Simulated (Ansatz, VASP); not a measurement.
## AlCr2C in VASP and in Ansatz

```
Al Cr C
1.0
     2.81303    0.00000    0.00000
    -1.40652    2.43616    0.00000
     0.00000    0.00000   12.59286
Al Cr C
2 4 2
Direct
  0.66667 0.33333 0.25000
  0.33333 0.66667 0.75000
  0.33333 0.66667 0.41570
  0.66667 0.33333 0.91570
  0.66667 0.33333 0.58430
  0.33333 0.66667 0.08430
  0.00000 0.00000 0.50000
  0.00000 0.00000 0.00000
```

Alike in both runs: task relaxation of cell and atoms; functional PBEsol; k mesh 15 × 15 × 4; occupations fermi-dirac, width 0.15 eV; no spin polarisation.

|  | VASP | Ansatz |
| --- | --- | --- |
| version | VASP 6.6.1 | Ansatz 0.2.0 |
| potentials or method | VASP PAW PBE potentials, release 64 (Al, Cr_pv, C), cutoff 600 eV | scalar-relativistic, plane waves, PAW |
| valence electrons in the cell | 62 | 70 |

```csv
,VASP,Ansatz,Ansatz less VASP
"gap on the k mesh at the Fermi level, each at its own relaxed structure (eV)",none,none,-
relaxed volume (Å³/atom),10.81,10.82,+0.003
relaxed length of the cell vector where the two differ most in proportion (Å),12.616,12.620,+0.0047
```

VASP's potentials were made for PBE, not for PBEsol. A gap of «none» marks a metal or a gap that the smearing closes. VASP's potentials hold 62 valence electrons a cell and Ansatz's 70, so a difference there can come from the potentials and not from the codes.
